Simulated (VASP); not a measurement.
# Ir (I4/mmm) in VASP: single point with PBEsol

Aim: the single point of Ir with PBEsol.

Program: VASP 6.6.1. These are calculated values, not measurements. Logs are shortened: lines on timing, memory, paths and dates and some standing lists are left out, and cuts for length are marked.

## (1) The cell of the first run

It takes space group I4/mmm (No. 139, tetragonal). The conventional cell has a = 2.647 Å, b = 2.647 Å, c = 3.839 Å, α = 90.00°, β = 90.00°, γ = 90.00°. Within 3.5 Å of Ir (site symmetry 4/mmm) lie 12 Ir at 2.65 to 2.68 Å.

## (2) Single point, PBEsol (strain -0.025 along x and y, +0.000 along z)

INCAR reads:

```
SYSTEM = Ir
ALGO = Normal
EDIFF = 1E-6
ENCUT = 560
GGA = PS
GGA_COMPAT = .FALSE.
ISIF = 2
ISMEAR = 0
LASPH = .TRUE.
LCHARG = .FALSE.
LREAL = .FALSE.
LWAVE = .FALSE.
NBANDS = 14
NELM = 120
PREC = Accurate
SIGMA = 0.15
```

KPOINTS reads:

```
k-points
0
G
  22 22 22
  0 0 0
```

POSCAR reads:

```
Ir
1.0
    0.0000000000      1.8717075000      1.9197000000
    1.8717075000      0.0000000000      1.9197000000
    1.8717075000      1.8717075000      0.0000000000
Ir
1
Direct
    0.0000000000      0.0000000000      0.0000000000
```

Potentials or basis: VASP PAW PBE potentials, release 64 (Ir_sv_GW).

On the command line:

```console
$ cat potpaw_PBE.64/Ir_sv_GW/POTCAR > POTCAR
$ mpirun -np 1 vasp_std > vasp.out
```

OUTCAR:

```text
SYSTEM = Ir
   EDIFF = 1E-6
   ENCUT = 560
   GGA = PS
   ISIF = 2
   ISMEAR = 0
   LASPH = .TRUE.
   LREAL = .FALSE.
   NELM = 120
   PREC = Accurate

 ion  position               nearest neighbor table
   1  0.000  0.000  0.000-

  LATTYP: Found a body centered tetragonal cell.
 ALAT       =     2.6469941313
 C/A-ratio  =     1.4504754486

  Lattice vectors:

 A1 = (  -1.8717075000,   0.0000000000,   1.9197000000)
 A2 = (   1.8717075000,   0.0000000000,   1.9197000000)
 A3 = (   0.0000000000,   1.8717075000,  -1.9197000000)

Analysis of symmetry for initial positions (statically):
=====================================================================
 Subroutine PRICEL returns:
 Original cell was already a primitive cell.

 Routine SETGRP: Setting up the symmetry group for a
 body centered tetragonal supercell.

 Subroutine GETGRP returns: Found 16 space group operations
 (whereof 16 operations were pure point group operations)
 out of a pool of 16 trial point group operations.

The static configuration has the point symmetry D_4h.

Analysis of symmetry for dynamics (positions and initial velocities):
=====================================================================
 Subroutine PRICEL returns:
 Original cell was already a primitive cell.

 Routine SETGRP: Setting up the symmetry group for a
 body centered tetragonal supercell.

 Subroutine GETGRP returns: Found 16 space group operations
 (whereof 16 operations were pure point group operations)
 out of a pool of 16 trial point group operations.

The dynamic configuration has the point symmetry D_4h.

 Subroutine INISYM returns: Found 16 space group operations
 (whereof 16 operations are pure point group operations),
 and found     1 'primitive' translations

----------------------------------------------------------------------------------------

                                     Primitive cell

  volume of cell :      13.4505

  direct lattice vectors                    reciprocal lattice vectors
     0.000000000  1.871707500  1.919700000    -0.267135757  0.267135757  0.260457363
     1.871707500  0.000000000  1.919700000     0.267135757 -0.267135757  0.260457363
     1.871707500  1.871707500  0.000000000     0.267135757  0.267135757 -0.260457363

  length of vectors
     2.681144729  2.681144729  2.646994131     0.458869332  0.458869332  0.458869332

  position of ions in fractional coordinates (direct lattice)
     0.000000000  0.000000000  0.000000000

  ion indices of the primitive-cell ions
   primitive index   ion index
                 1           1

----------------------------------------------------------------------------------------

 KPOINTS: k-points

Automatic generation of k-mesh.
 Grid dimensions read from file:
 generate k-points for:   22   22   22

 Generating k-lattice:

  Cartesian coordinates                     Fractional coordinates (reciprocal lattice)
    -0.012142534  0.012142534  0.011838971     0.045454545  0.000000000  0.000000000
     0.012142534 -0.012142534  0.011838971     0.000000000  0.045454545  0.000000000
     0.012142534  0.012142534 -0.011838971    -0.000000000 -0.000000000  0.045454545

  Length of vectors
     0.020857697  0.020857697  0.020857697

  Shift w.r.t. Gamma in fractional coordinates (k-lattice)
     0.000000000  0.000000000  0.000000000

 Subroutine IBZKPT returns following result:
 ===========================================

 Found    834 irreducible k-points:

 Following reciprocal coordinates:
            Coordinates               Weight
  0.000000  0.000000  0.000000      1.000000
  0.045455  0.000000  0.000000      8.000000
  0.090909  0.000000  0.000000      8.000000
  0.136364 -0.000000  0.000000      8.000000
  0.181818 -0.000000  0.000000      8.000000
  0.227273 -0.000000  0.000000      8.000000
[... 16 lines left out ...]
  0.500000  0.045455  0.000000      8.000000
 -0.454545  0.045455  0.000000      8.000000
 [... further k-points ...]
   k-points           NKPTS =    834   k-points in BZ     NKDIM =    834   number of bands    NBANDS=     14
   number of dos      NEDOS =    301   number of ions     NIONS =      1
   total plane-waves  NPLWV =  11520
   dimension x,y,z NGX =    24 NGY =   24 NGZ =   20
   dimension x,y,z NGXF=    48 NGYF=   48 NGZF=   40
   ions per type =               1
   NGX,Y,Z   is equivalent  to a cutoff of  14.88, 14.88, 12.56 a.u.
   NGXF,Y,Z  is equivalent  to a cutoff of  29.76, 29.76, 25.12 a.u.
 SYSTEM =  Ir
   PREC   = accura    normal or accurate (medium, high low for compatibility)
   ISTART =      0    job   : 0-new  1-cont  2-samecut
   ICHARG =      2    charge: 1-file 2-atom 10-const
   ISPIN  =      1    spin polarized calculation?
   LNONCOLLINEAR =      F non collinear calculations
   LSORBIT =      F    spin-orbit coupling
   LASPH  =      T    aspherical Exc in radial PAW
   ENCUT  =  560.0 eV  41.16 Ry    6.42 a.u.   5.17  5.17  5.11*2*pi/ulx,y,z
   NELM   =    120;   NELMIN=  2; NELMDL= -5     # of ELM steps
   EDIFF  = 0.1E-05   stopping-criterion for ELM
   LREAL  =      F    real-space projection
   EDIFFG = 0.1E-04   stopping-criterion for IOM
   NSW    =      0    number of steps for IOM
   IBRION =     -1    ionic relax: 0-MD 1-quasi-New 2-CG
   NFREE  =      0    steps in history (QN), initial steepest desc. (CG)
   ISIF   =      2    stress and relaxation
   ISYM   =      2    0-nonsym 1-usesym 2-fastsym
   POTIM  = 0.5000    time-step for ionic-motion
   TEBEG  =    0.0;   TEEND  =   0.0 temperature during run
   PSTRESS=    0.0 pullay stress
   NELECT =      17.0000    total number of electrons
   NUPDOWN=      -1.0000    fix difference up-down
   EMIN   =  10.00;   EMAX   =-10.00  energy-range for DOS
   EFERMI =   0.00;   METHOD = LEGACY
   ISMEAR =     0;   SIGMA  =   0.15  broadening in eV -4-tet -1-fermi 0-gaus
   EFERMI_NEDOS =   21; number of points for ismear=-14 and -15
   IALGO  =     38    algorithm
   IMIX   =      4    mixing-type and parameters
     AMIX     =   0.40;   BMIX     =  1.00
     AMIX_MAG =   1.60;   BMIX_MAG =  1.00
  volume/ion in A,a.u.               =      13.45        90.77
  Fermi-wavevector in a.u.,A,eV,Ry     =   1.770019  3.344852 42.626628  3.132969
  Thomas-Fermi vector in A             =   2.836893
   LORBIT       =      0    0 simple, 1 ext, 2 COOP (PROOUT), +10 PAW based schemes
   GGA     = PS    functional components
   LHFCALC =     F    Hartree Fock is set to
   AEXX    =    0.0000 exact exchange contribution
   IVDW    =     0    specifies the selected vdW correction
   LEPSILON=     F    determine dielectric tensor
   LRPA    =     F    only Hartree local field effects (RPA)
 non-spin polarized calculation
 Gauss-broadening in eV      SIGMA  =   0.15
  energy-cutoff  :      560.00
  volume of cell :       13.45
 maximum number of plane-waves:       416
 NGX is ok and might be reduce to    24
   NGX = 11   NGY = 11   NGZ = 11

 number of electron      17.0000000 magnetization

 Free energy of the ion-electron system (eV)
  ---------------------------------------------------
  ext. energy  EPLUGINS =         0.00000000
  ---------------------------------------------------
  free energy    TOTEN  =       -10.35997791 eV

  energy without entropy =      -10.34875768  energy(sigma->0) =      -10.35436780

 E-fermi :  13.7131     XC(G=0): -15.0341

 val. band max:       13.7100078669   @ k =  -0.1364   0.1818   0.1364
 cond. band min:      13.7149254594   @ k =  -0.1818   0.1364   0.0000
 fundamental gap:      0.0049175924
 Fermi energy:        13.7131444934

 k-point     1 :       0.0000    0.0000    0.0000
  band No.  band energies     occupation
      1     -79.4358      2.00000
      2     -35.7785      2.00000
      3     -35.7543      2.00000
      4     -35.7543      2.00000
      5       2.0247      2.00000
      6       9.3014      2.00000
      7       9.6617      2.00000
      8       9.6617      2.00000
      9      12.2241      2.00000
     10      12.7094      2.00000
     11      27.1786      0.00000
     12      32.3973      0.00000
     13      33.2469      0.00000
     14      33.2469      0.00000

 k-point     2 :       0.0455    0.0000    0.0000
  band No.  band energies     occupation
      1     -79.4339      2.00000
      2     -35.7896      2.00000
      3     -35.7660      2.00000
      4     -35.7563      2.00000
      5       2.1231      2.00000
      6       9.3103      2.00000
      7       9.6401      2.00000
      8       9.7051      2.00000
      9      12.1982      2.00000
     10      12.6742      2.00000
     11      27.3546      0.00000
     12      32.2802      0.00000
     13      33.0661      0.00000
     14      33.4170      0.00000

 k-point     3 :       0.0909    0.0000    0.0000
  band No.  band energies     occupation
      1     -79.4286      2.00000
      2     -35.8414      2.00000
      3     -35.7805      2.00000
      4     -35.7627      2.00000
      5       2.4109      2.00000
      6       9.2651      2.00000
      7       9.6518      2.00000
      8       9.8257      2.00000
      9      12.1372      2.00000
     10      12.5840      2.00000
     11      27.8537      0.00000
     12      31.4479      0.00000
     13      33.3576      0.00000
     14      33.9179      0.00000
[... 324 lines left out ...]
 k-point    23 :       0.5000    0.0455    0.0000
  band No.  band energies     occupation
      1     -79.3518      2.00000
      2     -36.6964      2.00000
      3     -35.9309      2.00000
      4     -35.8724      2.00000
      5       5.1495      2.00000
      6       9.1594      2.00000
      7       9.6857      2.00000
      8      12.4050      2.00000
      9      14.6599      0.00000
     10      15.2261      0.00000
     11      21.5384      0.00000
     12      27.0110      0.00000
     13      32.9853      0.00000
     14      33.3124      0.00000

 k-point    24 :      -0.4545    0.0455    0.0000
  band No.  band energies     occupation
      1     -79.3521      2.00000
      2     -36.6919      2.00000
      3     -35.9331      2.00000
      4     -35.8680      2.00000
      5       5.1529      2.00000
      6       9.1857      2.00000
      7       9.6825      2.00000
      8      12.3030      2.00000
      9      14.5133      0.00000
     10      15.2919      0.00000
     11      21.6786      0.00000
     12      27.0593      0.00000
     13      32.8343      0.00000
     14      33.6073      0.00000

 [... further k-points ...]

------------------------ aborting loop because EDIFF is reached ----------------------------------------

  FORCE on cell =-STRESS in cart. coord.  units (eV):
  Direction    XX          YY          ZZ          XY          YZ          ZX
  --------------------------------------------------------------------------------------
  -------------------------------------------------------------------------------------
  Total        1.7453190      1.7453190      0.8104197      0.0000000     -0.0000000      0.0000000
  in kB      207.8959696    207.8959696     96.5342153      0.0000000     -0.0000000      0.0000000
  external PRESSURE =     170.7753849 kB  Pullay stress =       0.0000000 kB

 VOLUME and BASIS-vectors are now :
 -----------------------------------------------------------------------------
  energy-cutoff  :      560.00
  volume of cell :       13.45
      direct lattice vectors                 reciprocal lattice vectors
     0.000000000  1.871707500  1.919700000    -0.267135757  0.267135757  0.260457363
     1.871707500  0.000000000  1.919700000     0.267135757 -0.267135757  0.260457363
     1.871707500  1.871707500  0.000000000     0.267135757  0.267135757 -0.260457363

 POSITION                                       TOTAL-FORCE (eV/Angst)
 -----------------------------------------------------------------------------------
      0.00000      0.00000      0.00000        -0.000000      0.000000      0.000000
 -----------------------------------------------------------------------------------
    total drift:                               -0.000000     -0.000000     -0.000000

  FREE ENERGIE OF THE ION-ELECTRON SYSTEM (eV)
  ---------------------------------------------------
  free  energy   TOTEN  =       -10.3599779085 eV

  energy  without entropy=      -10.3487576834  energy(sigma->0) =      -10.35436780
```

It took 7.1 min on 1 thread of AMD EPYC 7R13 (Zen 3), shared host; peak memory 0.26 GiB.

Results:

```yaml
Free_energy: -10.3600 eV
Pressure: 17.1 GPa
Band_gap_on_the_k_mesh: zero (an odd number of electrons rules out a gap without spin polarisation)
```

Caveat: the cell differs from its parent crystal (strain -0.025 along x and y, +0.000 along z); the stress differs along the axes, from 10 to 21 GPa; the PAW data sets were made with another functional, which shifts forces and pressure a little; spin-orbit coupling is left out, which moves the levels of the heavy elements.
